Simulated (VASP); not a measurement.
# Si2Ni in VASP: further runs

The runs below take Si2Ni through single point, with PBE.

Program: VASP 6.6.1. These are calculated values, not measurements. Logs are shortened: lines on timing, memory, paths and dates and some standing lists are left out, and cuts for length are marked.

## (1) The cell of the first run

The cell holds a slab with vacuum, 15 atoms: a = 3.852 Å, b = 3.852 Å, c = 29.151 Å, α = 90.00°, β = 90.00°, γ = 120.00°.

## (2) Single point, PBE

File INCAR:

```
SYSTEM = Si2Ni
PREC = Accurate ; ENCUT = 520
EDIFF = 1E-6 ; ISMEAR = 0
SIGMA = 0.1 ; LREAL = Auto
LASPH = .TRUE. ; NELM = 100
ALGO = Normal ; ISIF = 2
LWAVE = .FALSE. ; LCHARG = .FALSE.
LDIPOL = .TRUE. ; IDIPOL = 3
DIPOL = 0.5 0.5 0.500 ; GGA = PE
NBANDS = 58
```

File KPOINTS:

```
regular mesh
0
G
  9 9 1
  0 0 0
```

File POSCAR:

```
Si2Ni
1.0
    3.8515146162      0.0000000000      0.0000000000
   -1.9257573081      3.3355095007      0.0000000000
    0.0000000000      0.0000000000     29.1513683199
Si Ni
10 5
Direct
    0.0000000000      0.0000000000      0.2572778031
    0.3333333333      0.6666666667      0.3112160691
    0.6666666667      0.3333333333      0.3651543351
    0.0000000000      0.0000000000      0.4190926010
    0.3333333333      0.6666666667      0.4730308670
    0.6666666667      0.3333333333      0.5269691330
    0.0000000000      0.0000000000      0.5809073990
    0.3333333333      0.6666666667      0.6348456649
    0.6666666667      0.3333333333      0.6887839309
    0.0000000000      0.0000000000      0.7427221969
    0.6666666667      0.3333333333      0.2842469361
    0.3333333333      0.6666666667      0.3921234681
    0.0000000000      0.0000000000      0.5000000000
    0.6666666667      0.3333333333      0.6078765319
    0.3333333333      0.6666666667      0.7157530639
```

Potentials or basis: VASP PAW PBE potentials, release 64 (Si, Ni).

Command:

```console
> cat potpaw_PBE.64/Si/POTCAR potpaw_PBE.64/Ni/POTCAR > POTCAR
> mpirun -np 1 vasp_std > vasp.out
```

OUTCAR:

```text
SYSTEM = Si2Ni
   PREC = Accurate
   ENCUT = 520
   EDIFF = 1E-6
   ISMEAR = 0
   LREAL = Auto
   LASPH = .TRUE.
   NELM = 100
   ISIF = 2
   GGA = PE

 ion  position               nearest neighbor table
   1  0.000  0.000  0.257-  11 2.36  11 2.36  11 2.36   2 2.72   2 2.72   2 2.72
   2  0.333  0.667  0.311-  11 2.36  11 2.36  11 2.36  12 2.36   1 2.72   3 2.72   3 2.72   1 2.72
                             1 2.72   3 2.72
   3  0.667  0.333  0.365-  12 2.36  12 2.36  12 2.36  11 2.36   4 2.72   4 2.72   4 2.72   2 2.72
                             2 2.72   2 2.72
   4  0.000  0.000  0.419-  12 2.36  12 2.36  12 2.36  13 2.36   3 2.72   3 2.72   3 2.72   5 2.72
                             5 2.72   5 2.72
   5  0.333  0.667  0.473-  12 2.36  13 2.36  13 2.36  13 2.36   4 2.72   6 2.72   6 2.72   4 2.72
                             4 2.72   6 2.72
   6  0.667  0.333  0.527-  14 2.36  13 2.36  13 2.36  13 2.36   7 2.72   5 2.72   5 2.72   7 2.72
                             7 2.72   5 2.72
   7  0.000  0.000  0.581-  14 2.36  14 2.36  14 2.36  13 2.36   8 2.72   8 2.72   8 2.72   6 2.72
                             6 2.72   6 2.72
   8  0.333  0.667  0.635-  14 2.36  14 2.36  14 2.36  15 2.36   7 2.72   7 2.72   7 2.72   9 2.72
                             9 2.72   9 2.72
   9  0.667  0.333  0.689-  15 2.36  15 2.36  15 2.36  14 2.36  10 2.72   8 2.72   8 2.72  10 2.72
                            10 2.72   8 2.72
  10  0.000  0.000  0.743-  15 2.36  15 2.36  15 2.36   9 2.72   9 2.72   9 2.72
  11  0.667  0.333  0.284-   1 2.36   2 2.36   2 2.36   1 2.36   1 2.36   2 2.36   3 2.36
  12  0.333  0.667  0.392-   5 2.36   4 2.36   4 2.36   4 2.36   3 2.36   3 2.36   3 2.36   2 2.36

  13  0.000  0.000  0.500-   5 2.36   6 2.36   6 2.36   5 2.36   6 2.36   5 2.36   4 2.36   7 2.36

  14  0.667  0.333  0.608-   6 2.36   7 2.36   7 2.36   7 2.36   8 2.36   8 2.36   8 2.36   9 2.36

  15  0.333  0.667  0.716-  10 2.36   9 2.36   9 2.36  10 2.36  10 2.36   9 2.36   8 2.36

  LATTYP: Found a hexagonal cell.
 ALAT       =     3.8515146162
 C/A-ratio  =     7.5688063593

  Lattice vectors:

 A1 = (   3.8515146162,   0.0000000000,   0.0000000000)
 A2 = (  -1.9257573081,   3.3355095007,   0.0000000000)
 A3 = (   0.0000000000,   0.0000000000,  29.1513683199)

Analysis of symmetry for initial positions (statically):
=====================================================================
 Subroutine PRICEL returns:
 Original cell was already a primitive cell.

 Routine SETGRP: Setting up the symmetry group for a
 hexagonal supercell.

 Subroutine GETGRP returns: Found 12 space group operations
 (whereof 12 operations were pure point group operations)
 out of a pool of 24 trial point group operations.

The static configuration has the point symmetry D_3d.

Analysis of symmetry for dynamics (positions and initial velocities):
=====================================================================
 Subroutine PRICEL returns:
 Original cell was already a primitive cell.

 Routine SETGRP: Setting up the symmetry group for a
 hexagonal supercell.

 Subroutine GETGRP returns: Found 12 space group operations
 (whereof 12 operations were pure point group operations)
 out of a pool of 24 trial point group operations.

The dynamic configuration has the point symmetry D_3d.

 Subroutine INISYM returns: Found 12 space group operations
 (whereof 12 operations are pure point group operations),
 and found     1 'primitive' translations

----------------------------------------------------------------------------------------

                                     Primitive cell

  volume of cell :     374.5007

  direct lattice vectors                    reciprocal lattice vectors
     3.851514616  0.000000000  0.000000000     0.259638116  0.149902136  0.000000000
    -1.925757308  3.335509501  0.000000000     0.000000000  0.299804273  0.000000000
     0.000000000  0.000000000 29.151368320     0.000000000  0.000000000  0.034303707

  length of vectors
     3.851514616  3.851514616 29.151368320     0.299804273  0.299804273  0.034303707

  position of ions in fractional coordinates (direct lattice)
     0.000000000  0.000000000  0.257277803
     0.333333333  0.666666667  0.311216069
     0.666666667  0.333333333  0.365154335
     0.000000000  0.000000000  0.419092601
     0.333333333  0.666666667  0.473030867
     0.666666667  0.333333333  0.526969133
     0.000000000  0.000000000  0.580907399
     0.333333333  0.666666667  0.634845665
     0.666666667  0.333333333  0.688783931
     0.000000000  0.000000000  0.742722197
     0.666666667  0.333333333  0.284246936
     0.333333333  0.666666667  0.392123468
     0.000000000  0.000000000  0.500000000
     0.666666667  0.333333333  0.607876532
     0.333333333  0.666666667  0.715753064

  ion indices of the primitive-cell ions
   primitive index   ion index
                 1           1
                 2           2
                 3           3
                 4           4
                 5           5
                 6           6
                 7           7
                 8           8
                 9           9
                10          10
                11          11
                12          12
                13          13
                14          14
                15          15

----------------------------------------------------------------------------------------

 KPOINTS: regular mesh

Automatic generation of k-mesh.
 Grid dimensions read from file:
 generate k-points for:    9    9    1

 Generating k-lattice:

  Cartesian coordinates                     Fractional coordinates (reciprocal lattice)
     0.028848680  0.016655793  0.000000000     0.111111111  0.000000000  0.000000000
     0.000000000  0.033311586  0.000000000     0.000000000  0.111111111  0.000000000
     0.000000000  0.000000000  0.034303707     0.000000000  0.000000000  1.000000000

  Length of vectors
     0.033311586  0.033311586  0.034303707

  Shift w.r.t. Gamma in fractional coordinates (k-lattice)
     0.000000000  0.000000000  0.000000000

 Subroutine IBZKPT returns following result:
 ===========================================

 Found     12 irreducible k-points:

 Following reciprocal coordinates:
            Coordinates               Weight
  0.000000  0.000000  0.000000      1.000000
  0.111111  0.000000  0.000000      6.000000
  0.222222  0.000000  0.000000      6.000000
  0.333333  0.000000  0.000000      6.000000
  0.444444  0.000000  0.000000      6.000000
  0.111111  0.111111  0.000000      6.000000
  0.222222  0.111111  0.000000     12.000000
  0.333333  0.111111  0.000000     12.000000
  0.444444  0.111111  0.000000      6.000000
  0.222222  0.222222  0.000000      6.000000
  0.333333  0.222222  0.000000     12.000000
  0.333333  0.333333  0.000000      2.000000
   k-points           NKPTS =     12   k-points in BZ     NKDIM =     12   number of bands    NBANDS=     58
   number of dos      NEDOS =    301   number of ions     NIONS =     15
   total plane-waves  NPLWV = 201600
   dimension x,y,z NGX =    30 NGY =   30 NGZ =  224
   dimension x,y,z NGXF=    60 NGYF=   60 NGZF=  448
   ions per type =              10   5
   NGX,Y,Z   is equivalent  to a cutoff of  12.95, 12.95, 12.77 a.u.
   NGXF,Y,Z  is equivalent  to a cutoff of  25.90, 25.90, 25.55 a.u.
 SYSTEM =  Si2Ni
   PREC   = accura    normal or accurate (medium, high low for compatibility)
   ISTART =      0    job   : 0-new  1-cont  2-samecut
   ICHARG =      2    charge: 1-file 2-atom 10-const
   ISPIN  =      1    spin polarized calculation?
   LNONCOLLINEAR =      F non collinear calculations
   LSORBIT =      F    spin-orbit coupling
   LASPH  =      T    aspherical Exc in radial PAW
   ENCUT  =  520.0 eV  38.22 Ry    6.18 a.u.   7.16  7.16 54.20*2*pi/ulx,y,z
   NELM   =    100;   NELMIN=  2; NELMDL= -5     # of ELM steps
   EDIFF  = 0.1E-05   stopping-criterion for ELM
   LREAL  =      T    real-space projection
   EDIFFG = 0.1E-04   stopping-criterion for IOM
   NSW    =      0    number of steps for IOM
   IBRION =     -1    ionic relax: 0-MD 1-quasi-New 2-CG
   NFREE  =      0    steps in history (QN), initial steepest desc. (CG)
   ISIF   =      2    stress and relaxation
   ISYM   =      2    0-nonsym 1-usesym 2-fastsym
   POTIM  = 0.5000    time-step for ionic-motion
   TEBEG  =    0.0;   TEEND  =   0.0 temperature during run
   PSTRESS=    0.0 pullay stress
   NELECT =      90.0000    total number of electrons
   NUPDOWN=      -1.0000    fix difference up-down
   EMIN   =  10.00;   EMAX   =-10.00  energy-range for DOS
   EFERMI =   0.00;   METHOD = LEGACY
   ISMEAR =     0;   SIGMA  =   0.10  broadening in eV -4-tet -1-fermi 0-gaus
   EFERMI_NEDOS =   21; number of points for ismear=-14 and -15
   IALGO  =     38    algorithm
   IMIX   =      4    mixing-type and parameters
     AMIX     =   0.40;   BMIX     =  1.00
     AMIX_MAG =   1.60;   BMIX_MAG =  1.00
  volume/ion in A,a.u.               =      24.97       168.48
  Fermi-wavevector in a.u.,A,eV,Ry     =   1.017821  1.923403 14.095088  1.035960
  Thomas-Fermi vector in A             =   2.151244
   LORBIT       =      0    0 simple, 1 ext, 2 COOP (PROOUT), +10 PAW based schemes
   GGA     = PE    functional components
   LHFCALC =     F    Hartree Fock is set to
   AEXX    =    0.0000 exact exchange contribution
   IVDW    =     0    specifies the selected vdW correction
   LEPSILON=     F    determine dielectric tensor
   LRPA    =     F    only Hartree local field effects (RPA)
 non-spin polarized calculation
 Gauss-broadening in eV      SIGMA  =   0.10
  energy-cutoff  :      520.00
  volume of cell :      374.50
 maximum number of plane-waves:     10143
 NGX is ok and might be reduce to    30
   NGX = 15   NGY = 15   NGZ =109

 dipolmoment           0.000000      0.000000      0.000000 electrons x Angstroem

 number of electron      89.9999973 magnetization

 dipolmoment           0.000000      0.000000     -0.000000 electrons x Angstroem

 Free energy of the ion-electron system (eV)
  ---------------------------------------------------
  ext. energy  EPLUGINS =         0.00000000
  ---------------------------------------------------
  free energy    TOTEN  =       -85.12025647 eV

  energy without entropy =      -85.09251771  energy(sigma->0) =      -85.10638709

 E-fermi :   3.2484     XC(G=0):  -6.8538

 val. band max:        3.2429775176   @ k =   0.2222   0.0000   0.0000
 cond. band min:       3.2805289992   @ k =   0.3333   0.2222   0.0000
 fundamental gap:      0.0375514817
 Fermi energy:         3.2483966758

 k-point     1 :       0.0000    0.0000    0.0000
  band No.  band energies     occupation
      1     -10.1468      2.00000
      2      -9.6824      2.00000
      3      -8.9761      2.00000
      4      -8.0871      2.00000
      5      -7.2306      2.00000
      6      -5.6470      2.00000
[... 709 lines left out ...]
     56       7.2117      0.00000
     57       7.9127      0.00000
 [bands above 57 left out]

------------------------ aborting loop because EDIFF is reached ----------------------------------------

 vacuum level on the upper side and lower side of the slab       (xc-potential included)        -0.214        -0.214

  FORCE on cell =-STRESS in cart. coord.  units (eV):
  Direction    XX          YY          ZZ          XY          YZ          ZX
  --------------------------------------------------------------------------------------
  -------------------------------------------------------------------------------------
  Total       -4.2900534     -4.2900534     -2.5523484      0.0000000      0.0000000      0.0000000
  in kB      -18.3535720    -18.3535720    -10.9193769      0.0000000      0.0000000      0.0000000
  external PRESSURE =     -15.8755070 kB  Pullay stress =       0.0000000 kB

 VOLUME and BASIS-vectors are now :
 -----------------------------------------------------------------------------
  energy-cutoff  :      520.00
  volume of cell :      374.50
      direct lattice vectors                 reciprocal lattice vectors
     3.851514616  0.000000000  0.000000000     0.259638116  0.149902136  0.000000000
    -1.925757308  3.335509501  0.000000000     0.000000000  0.299804273  0.000000000
     0.000000000  0.000000000 29.151368320     0.000000000  0.000000000  0.034303707

 POSITION                                       TOTAL-FORCE (eV/Angst)
 -----------------------------------------------------------------------------------
      0.00000      0.00000      7.50000         0.000000      0.000000      0.682719
     -0.00000      2.22367      9.07237         0.000000      0.000000     -0.617956
      1.92576      1.11184     10.64475         0.000000      0.000000     -0.251310
      0.00000      0.00000     12.21712        -0.000000      0.000000      0.128760
     -0.00000      2.22367     13.78950         0.000000     -0.000000     -0.093750
      1.92576      1.11184     15.36187        -0.000000      0.000000      0.093750
      0.00000      0.00000     16.93425        -0.000000     -0.000000     -0.128760
     -0.00000      2.22367     18.50662         0.000000      0.000000      0.251310
      1.92576      1.11184     20.07899        -0.000000     -0.000000      0.617956
      0.00000      0.00000     21.65137         0.000000     -0.000000     -0.682719
      1.92576      1.11184      8.28619        -0.000000      0.000000      0.106303
     -0.00000      2.22367     11.43094        -0.000000     -0.000000     -0.026432
      0.00000      0.00000     14.57568         0.000000      0.000000      0.000000
      1.92576      1.11184     17.72043        -0.000000      0.000000      0.026432
     -0.00000      2.22367     20.86518         0.000000      0.000000     -0.106303
 -----------------------------------------------------------------------------------
    total drift:                                0.000000      0.000000     -0.000000

  FREE ENERGIE OF THE ION-ELECTRON SYSTEM (eV)
  ---------------------------------------------------
  free  energy   TOTEN  =       -85.1202564670 eV

  energy  without entropy=      -85.0925177104  energy(sigma->0) =      -85.10638709

 vacuum level on the upper side and lower side of the slab         7.646         7.646
```

It took 7.6 min on 1 thread of Intel Xeon 6975P-C (Granite Rapids), shared host; peak memory 0.53 GiB.

Results:

```yaml
Free_energy: -85.1203 eV
Largest_force: 0.683 eV/Å
Band_gap_on_the_k_mesh: zero (band 45 reaches 4.41 eV, above the bottom of band 46 at 2.88 eV)
```

Forces on the atoms (eV/Å):
```
Si   0.000  0.000  0.683
Si   0.000  0.000 -0.618
Si   0.000  0.000 -0.251
Si   0.000  0.000  0.129
Si   0.000  0.000 -0.094
Si   0.000  0.000  0.094
Si   0.000  0.000 -0.129
Si   0.000  0.000  0.251
Si   0.000  0.000  0.618
Si   0.000  0.000 -0.683
Ni   0.000  0.000  0.106
Ni   0.000  0.000 -0.026
Ni   0.000  0.000  0.000
Ni   0.000  0.000  0.026
Ni   0.000  0.000 -0.106
```

Levels at points of the mesh, in eV from the Fermi level:
```csv
k point,band 42,band 43,band 44,band 45,band 46,band 47,band 48,band 49
"(0.00, 0.00, 0.00)",0.56,0.87,1.16,1.16,1.40,1.43,1.96,1.99
```

Spin polarisation is off, so any magnetic state and its effect on volume and gap are missing.

## (3) Single point, PBE

File INCAR:

```
SYSTEM = Si2Ni
  ALGO = Normal
  DIPOL = 0.5 0.5 0.500
  EDIFF = 1E-7
  ENCUT = 520
  GGA = PE
  IDIPOL = 3
  ISIF = 2
  ISMEAR = 0
  LASPH = .TRUE.
  LCHARG = .FALSE.
  LDIPOL = .TRUE.
  LREAL = Auto
  LWAVE = .FALSE.
  NBANDS = 58
  NELM = 80
  PREC = Accurate
  SIGMA = 0.1
```

File KPOINTS:

```
k-points
0
G
  9 9 1
  0 0 0
```

File POSCAR:

```
Si2Ni
1.0
    3.8515146162      0.0000000000      0.0000000000
   -1.9257573081      3.3355095007      0.0000000000
    0.0000000000      0.0000000000     29.1513683199
Si Ni
10 5
Direct
    0.0000000000      0.0000000000      0.2611488959
    0.3333333333      0.6666666667      0.3098810445
    0.6666666667      0.3333333333      0.3647894409
    0.0000000000      0.0000000000      0.4192832413
    0.3333333333      0.6666666667      0.4724469852
    0.6666666667      0.3333333333      0.5275530157
    0.0000000000      0.0000000000      0.5807167596
    0.3333333333      0.6666666667      0.6352105598
    0.6666666667      0.3333333333      0.6901189532
    0.0000000000      0.0000000000      0.7388511006
    0.6666666667      0.3333333333      0.2852179613
    0.3333333333      0.6666666667      0.3914965195
    0.0000000000      0.0000000000      0.4999999999
    0.6666666667      0.3333333333      0.6085034827
    0.3333333333      0.6666666667      0.7147820398
```

Potentials or basis: VASP PAW PBE potentials, release 64 (Si, Ni).

Command:

```console
> cat potpaw_PBE.64/Si/POTCAR potpaw_PBE.64/Ni/POTCAR > POTCAR
> mpirun -np 1 vasp_std > vasp.out
```

Run time: 7 min. Hardware: 1 thread of Intel Xeon 6975P-C (Granite Rapids), shared host; peak memory 0.53 GiB.

Results (log left out):

```yaml
Free_energy: -85.2349 eV
Largest_force: 0.014 eV/Å
Band_gap_on_the_k_mesh: zero (band 45 reaches 4.29 eV, above the bottom of band 46 at 2.92 eV)
```

Forces in eV/Å, atoms in the order of the input:
```
Si   0.000  0.000  0.014
Si   0.000  0.000 -0.007
Si   0.000  0.000  0.002
Si   0.000  0.000 -0.003
Si   0.000  0.000  0.005
Si   0.000  0.000 -0.005
Si   0.000  0.000  0.003
Si   0.000  0.000 -0.002
Si   0.000  0.000  0.007
Si   0.000  0.000 -0.014
Ni   0.000  0.000 -0.009
Ni   0.000  0.000  0.001
Ni   0.000  0.000  0.000
Ni   0.000  0.000 -0.001
Ni   0.000  0.000  0.009
```

Levels at points of the mesh, in eV from the Fermi level:
| k point | band 43 | band 44 | band 45 | band 46 | band 47 | band 48 |
| --- | --- | --- | --- | --- | --- | --- |
| (0.00, 0.00, 0.00) | 0.89 | 1.04 | 1.04 | 1.40 | 1.48 | 1.78 |
